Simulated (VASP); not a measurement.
# Mn (P6_3/mmc) in VASP: further runs

Mn is run at these levels: PBE; tasks: single point.

All numbers are computed with VASP 6.6.1; they aren't measurements. Logs are shortened: lines on timing, memory, paths and dates and some standing lists are left out, and cuts for length are marked.

**1. The cell of the first run**

It takes space group P6_3/mmc (No. 194, hexagonal). Conventional cell: a = 2.484 Å, b = 2.484 Å, c = 4.026 Å, α = 90.00°, β = 90.00°, γ = 120.00°. Within 3.3 Å of Mn (site symmetry -6m2) lie 12 Mn at 2.47 to 2.48 Å.

This isn't the form of Mn at room conditions, which is a 58-atom cubic cell.

**2. Single point, PBE, collinear spin, ferromagnetic start**

File INCAR:

```
  ALGO = Normal
  EDIFF = 1E-6
  ENCUT = 520
  GGA = PE
  ISIF = 2
  ISMEAR = 0
  ISPIN = 2
  LASPH = T
  LCHARG = F
  LMAXMIX = 4
  LORBIT = 11
  LREAL = F
  LWAVE = F
  MAGMOM = 4 4
  NBANDS = 24
  NELM = 150
  PREC = Accurate
  SIGMA = 0.019000000000000003
```

File KPOINTS:

```
k-points
0
Gamma
  12 12 7
```

File POSCAR:

```
Mn
1.0
    2.4836457705      0.0000000000      0.0000000000
   -1.2418228853      2.1509003313      0.0000000000
    0.0000000000      0.0000000000      4.0261950000
Mn
2
Direct
    0.3333333333      0.6666666667      0.2500000000
    0.6666666667      0.3333333333      0.7500000000
```

Potentials or basis: VASP PAW PBE potentials, release 64 (Mn_pv).

Launch:

```sh
$ cat potpaw_PBE.64/Mn_pv/POTCAR > POTCAR
$ mpirun -np 1 vasp_std > vasp.out
```

OUTCAR:

```text
EDIFF = 1E-6
   ENCUT = 520
   GGA = PE
   ISIF = 2
   ISMEAR = 0
   ISPIN = 2
   LASPH = T
   LORBIT = 11
   LREAL = F
   NELM = 150
   PREC = Accurate

 ion  position               nearest neighbor table
   1  0.333  0.667  0.250-   2 2.47   2 2.47   2 2.47   2 2.47   2 2.47   2 2.47
   2  0.667  0.333  0.750-   1 2.47   1 2.47   1 2.47   1 2.47   1 2.47   1 2.47

  LATTYP: Found a hexagonal cell.
 ALAT       =     2.4836457705
 C/A-ratio  =     1.6210826229

  Lattice vectors:

 A1 = (   2.4836457705,   0.0000000000,   0.0000000000)
 A2 = (  -1.2418228853,   2.1509003313,   0.0000000000)
 A3 = (   0.0000000000,   0.0000000000,   4.0261950000)

Analysis of symmetry for initial positions (statically):
=====================================================================
 Subroutine PRICEL returns:
 Original cell was already a primitive cell.

 Routine SETGRP: Setting up the symmetry group for a
 hexagonal supercell.

 Subroutine GETGRP returns: Found 24 space group operations
 (whereof 12 operations were pure point group operations)
 out of a pool of 24 trial point group operations.

The static configuration has the point symmetry D_3d.
 The point group associated with its full space group is D_6h.

Analysis of symmetry for dynamics (positions and initial velocities):
=====================================================================
 Subroutine PRICEL returns:
 Original cell was already a primitive cell.

 Routine SETGRP: Setting up the symmetry group for a
 hexagonal supercell.

 Subroutine GETGRP returns: Found 24 space group operations
 (whereof 12 operations were pure point group operations)
 out of a pool of 24 trial point group operations.

The dynamic configuration has the point symmetry D_3d.
 The point group associated with its full space group is D_6h.

Analysis of structural, dynamic, and magnetic symmetry:
=====================================================================
 Subroutine PRICEL returns:
 Original cell was already a primitive cell.

 Routine SETGRP: Setting up the symmetry group for a
 hexagonal supercell.

 Subroutine GETGRP returns: Found 24 space group operations
 (whereof 12 operations were pure point group operations)
 out of a pool of 24 trial point group operations.

The overall configuration has the point symmetry D_3d.
[... 112 lines left out ...]
   NUPDOWN=      -1.0000    fix difference up-down
   EMIN   =  10.00;   EMAX   =-10.00  energy-range for DOS
   EFERMI =   0.00;   METHOD = LEGACY
   ISMEAR =     0;   SIGMA  =   0.02  broadening in eV -4-tet -1-fermi 0-gaus
   EFERMI_NEDOS =   21; number of points for ismear=-14 and -15
   IALGO  =     38    algorithm
   IMIX   =      4    mixing-type and parameters
     AMIX     =   0.40;   BMIX     =  1.00
     AMIX_MAG =   1.60;   BMIX_MAG =  1.00
  volume/ion in A,a.u.               =      10.75        72.57
  Fermi-wavevector in a.u.,A,eV,Ry     =   1.743938  3.295565 41.379665  3.041320
  Thomas-Fermi vector in A             =   2.815914
   LORBIT       =     11    0 simple, 1 ext, 2 COOP (PROOUT), +10 PAW based schemes
   GGA     = PE    functional components
   LHFCALC =     F    Hartree Fock is set to
   AEXX    =    0.0000 exact exchange contribution
   IVDW    =     0    specifies the selected vdW correction
   LEPSILON=     F    determine dielectric tensor
   LRPA    =     F    only Hartree local field effects (RPA)
 spin polarized calculation
 Gauss-broadening in eV      SIGMA  =   0.02
  energy-cutoff  :      520.00
  volume of cell :       21.51
 maximum number of plane-waves:       590
   NGX =  9   NGY =  9   NGZ = 15

 number of electron      26.0000029 magnetization      -0.0027519

 number of electron      26.0000029 magnetization       0.0008659

 Free energy of the ion-electron system (eV)
  ---------------------------------------------------
  ext. energy  EPLUGINS =         0.00000000
  ---------------------------------------------------
  free energy    TOTEN  =       -17.88867761 eV

  energy without entropy =      -17.88835936  energy(sigma->0) =      -17.88851848

 E-fermi :  10.3573     XC(G=0): -14.0156

 val. band max:       10.3526495688   @ k =   0.2500   0.0000   0.4286
 cond. band min:      10.3734864600   @ k =   0.0833   0.0833   0.0000
 fundamental gap:      0.0208368911
 Fermi energy:        10.3572863972

 spin component 1

 k-point     1 :       0.0000    0.0000    0.0000
  band No.  band energies     occupation
      1     -37.9216      1.00000
      2     -37.2578      1.00000
      3     -37.2578      1.00000
      4     -37.1545      1.00000
      5     -37.1545      1.00000
      6     -37.1523      1.00000
[... 637 lines left out ...]
     23      30.8743      0.00000
     24      33.1794      0.00000

 [... further k-points ...]

 spin component 2

 k-point     1 :       0.0000    0.0000    0.0000
  band No.  band energies     occupation
      1     -37.9212      1.00000
      2     -37.2574      1.00000
      3     -37.2574      1.00000
      4     -37.1541      1.00000
      5     -37.1541      1.00000
      6     -37.1519      1.00000
[... 637 lines left out ...]
     23      30.8744      0.00000
     24      33.1794      0.00000

 [... further k-points ...]
[... 5 lines left out ...]
  --------------------------------------------------------------------------------------
  -------------------------------------------------------------------------------------
  Total       -0.1787244     -0.1787244     -0.1975028      0.0000000      0.0000000     -0.0000000
  in kB      -13.3134247    -13.3134247    -14.7122470      0.0000000      0.0000000     -0.0000000
  external PRESSURE =     -13.7796988 kB  Pullay stress =       0.0000000 kB

 VOLUME and BASIS-vectors are now :
 -----------------------------------------------------------------------------
  energy-cutoff  :      520.00
  volume of cell :       21.51
      direct lattice vectors                 reciprocal lattice vectors
     2.483645770  0.000000000  0.000000000     0.402633907  0.232460795  0.000000000
    -1.241822885  2.150900331  0.000000000     0.000000000  0.464921589  0.000000000
     0.000000000  0.000000000  4.026195000     0.000000000  0.000000000  0.248373464

 POSITION                                       TOTAL-FORCE (eV/Angst)
 -----------------------------------------------------------------------------------
     -0.00000      1.43393      1.00655         0.000000     -0.000000      0.000000
      1.24182      0.71697      3.01965        -0.000000      0.000000      0.000000
 -----------------------------------------------------------------------------------
    total drift:                               -0.000000      0.000000     -0.000000

  FREE ENERGIE OF THE ION-ELECTRON SYSTEM (eV)
  ---------------------------------------------------
  free  energy   TOTEN  =       -17.8886776106 eV

  energy  without entropy=      -17.8883593590  energy(sigma->0) =      -17.88851848

 total charge

# of ion       s       p       d       tot
------------------------------------------
    1        0.427   6.400   5.156  11.983
    2        0.427   6.400   5.156  11.983
--------------------------------------------------
tot          0.854  12.801  10.312  23.966

 magnetization (x)

# of ion       s       p       d       tot
------------------------------------------
    1        0.000  -0.000   0.000   0.000
    2        0.000  -0.000   0.000   0.000
--------------------------------------------------
tot          0.000  -0.000   0.000   0.000
```

Run time: 81 s. Hardware: 1 thread of Intel Xeon 8259CL, shared host; peak memory 0.18 GiB.

Results:

* Free energy: -17.8887 eV
* Pressure: -1.4 GPa
* Band gap on the k mesh: zero (filled and empty bands overlap)
* Net moment: 0.00 μB per cell
* Valence electrons inside the program's atomic spheres: Mn 11.98

Caveat: the moments typed at the start vanished in this run.

**3. Single point, PBE, collinear spin, ferromagnetic start**

File INCAR:

```
PREC = Accurate
ENCUT = 520
EDIFF = 1E-7
ISMEAR = 0
SIGMA = 0.02
LREAL = F
LASPH = T
NELM = 150
ALGO = Normal
ISIF = 2
LWAVE = F
LCHARG = T
ISPIN = 2
MAGMOM = 4 4
LORBIT = 11
LMAXMIX = 4
GGA = PE
LELF = T
LVHAR = T
NBANDS = 24
```

File KPOINTS:

```
Automatic mesh
0
Gamma
  12 12 7
```

POSCAR is that of step 2.

Potentials or basis: VASP PAW PBE potentials, release 64 (Mn_pv).

Launch:

```sh
$ cat potpaw_PBE.64/Mn_pv/POTCAR > POTCAR
$ mpirun -np 1 vasp_std > vasp.out
```

OUTCAR:

```text
PREC = Accurate
   ENCUT = 520
   EDIFF = 1E-7
   ISMEAR = 0
   LREAL = F
   LASPH = T
   NELM = 150
   ISIF = 2
   ISPIN = 2
   LORBIT = 11
   GGA = PE

 ion  position               nearest neighbor table
   1  0.333  0.667  0.250-   2 2.47   2 2.47   2 2.47   2 2.47   2 2.47   2 2.47
   2  0.667  0.333  0.750-   1 2.47   1 2.47   1 2.47   1 2.47   1 2.47   1 2.47

  LATTYP: Found a hexagonal cell.
 ALAT       =     2.4836457705
 C/A-ratio  =     1.6210826229

  Lattice vectors:

 A1 = (   2.4836457705,   0.0000000000,   0.0000000000)
 A2 = (  -1.2418228853,   2.1509003313,   0.0000000000)
 A3 = (   0.0000000000,   0.0000000000,   4.0261950000)

Analysis of symmetry for initial positions (statically):
=====================================================================
 Subroutine PRICEL returns:
 Original cell was already a primitive cell.

 Routine SETGRP: Setting up the symmetry group for a
 hexagonal supercell.

 Subroutine GETGRP returns: Found 24 space group operations
[... 840 lines left out ...]

 [... further k-points ...]

 spin component 2

 k-point     1 :       0.0000    0.0000    0.0000
  band No.  band energies     occupation
      1     -37.9214      1.00000
      2     -37.2576      1.00000
      3     -37.2576      1.00000
      4     -37.1543      1.00000
      5     -37.1543      1.00000
      6     -37.1521      1.00000
[... 637 lines left out ...]
     23      30.8744      0.00000
     24      33.1794      0.00000

 [... further k-points ...]
[... 5 lines left out ...]
  --------------------------------------------------------------------------------------
  -------------------------------------------------------------------------------------
  Total       -0.1775749     -0.1775749     -0.1967109      0.0000000     -0.0000000     -0.0000000
  in kB      -13.2277966    -13.2277966    -14.6532614      0.0000000     -0.0000000     -0.0000000
  external PRESSURE =     -13.7029515 kB  Pullay stress =       0.0000000 kB

 VOLUME and BASIS-vectors are now :
 -----------------------------------------------------------------------------
  energy-cutoff  :      520.00
  volume of cell :       21.51
      direct lattice vectors                 reciprocal lattice vectors
     2.483645770  0.000000000  0.000000000     0.402633907  0.232460795  0.000000000
    -1.241822885  2.150900331  0.000000000     0.000000000  0.464921589  0.000000000
     0.000000000  0.000000000  4.026195000     0.000000000  0.000000000  0.248373464

 POSITION                                       TOTAL-FORCE (eV/Angst)
 -----------------------------------------------------------------------------------
     -0.00000      1.43393      1.00655         0.000000     -0.000000      0.000000
      1.24182      0.71697      3.01965        -0.000000      0.000000      0.000000
 -----------------------------------------------------------------------------------
    total drift:                               -0.000000      0.000000     -0.000000

  FREE ENERGIE OF THE ION-ELECTRON SYSTEM (eV)
  ---------------------------------------------------
  free  energy   TOTEN  =       -17.8886950546 eV

  energy  without entropy=      -17.8883363363  energy(sigma->0) =      -17.88851570

 total charge

# of ion       s       p       d       tot
------------------------------------------
    1        0.427   6.400   5.156  11.983
    2        0.427   6.400   5.156  11.983
--------------------------------------------------
tot          0.854  12.801  10.312  23.966

 magnetization (x)

# of ion       s       p       d       tot
------------------------------------------
    1       -0.000  -0.000   0.000   0.000
    2       -0.000  -0.000   0.000   0.000
--------------------------------------------------
tot         -0.000  -0.000   0.000   0.000
```

OSZICAR:

```text
N       E                     dE             d eps       ncg     rms          rms(c)
DAV:   1     0.248646663551E+03    0.24865E+03   -0.14970E+04  7456   0.156E+03
DAV:   2    -0.768936704333E+01   -0.25634E+03   -0.24436E+03  7424   0.401E+02
DAV:   3    -0.175248399132E+02   -0.98355E+01   -0.97798E+01  8144   0.886E+01
DAV:   4    -0.176038833971E+02   -0.79043E-01   -0.79039E-01  8112   0.784E+00
DAV:   5    -0.176050432408E+02   -0.11598E-02   -0.11598E-02  8264   0.966E-01    0.260E+01
DAV:   6    -0.173244085712E+02    0.28063E+00   -0.61120E+00  7752   0.347E+01    0.626E+00
DAV:   7    -0.177472104865E+02   -0.42280E+00   -0.25131E-01  7904   0.477E+00    0.512E+00
DAV:   8    -0.178437763536E+02   -0.96566E-01   -0.18714E-02  7984   0.176E+00    0.200E+00
DAV:   9    -0.178853499001E+02   -0.41574E-01   -0.25196E-02  8072   0.171E+00    0.565E-01
DAV:  10    -0.178878103762E+02   -0.24605E-02   -0.94057E-03  7848   0.705E-01    0.353E-01
DAV:  11    -0.178886975945E+02   -0.88722E-03   -0.78529E-04  7728   0.261E-01    0.920E-02
DAV:  12    -0.178886841684E+02    0.13426E-04   -0.90038E-05  9032   0.800E-02    0.498E-02
DAV:  13    -0.178886981348E+02   -0.13966E-04   -0.84624E-06  8064   0.273E-02    0.125E-02
DAV:  14    -0.178886955793E+02    0.25555E-05   -0.45213E-06  8616   0.167E-02    0.759E-03
DAV:  15    -0.178886949877E+02    0.59168E-06   -0.36810E-07  7704   0.634E-03    0.285E-03
DAV:  16    -0.178886950546E+02   -0.66983E-07   -0.71287E-08  3792   0.226E-03
   1 F= -.17888695E+02 E0= -.17888516E+02  d E =-.358718E-03  mag=     0.0002
```

It took 83 s on 1 thread of Intel Xeon 8259CL, shared host; peak memory 0.18 GiB.

Results:

```yaml
Free_energy: -17.8887 eV
Pressure: -1.4 GPa
Band_gap_on_the_k_mesh: zero (filled and empty bands overlap)
Net_moment: 0.00 μB per cell
Valence_electrons_inside_the_program's_atomic_spheres: Mn 11.98
```

Caveat: the moments typed at the start vanished in this run.

The gap in the log of VASP goes by the Fermi energy; the results here count the filled bands.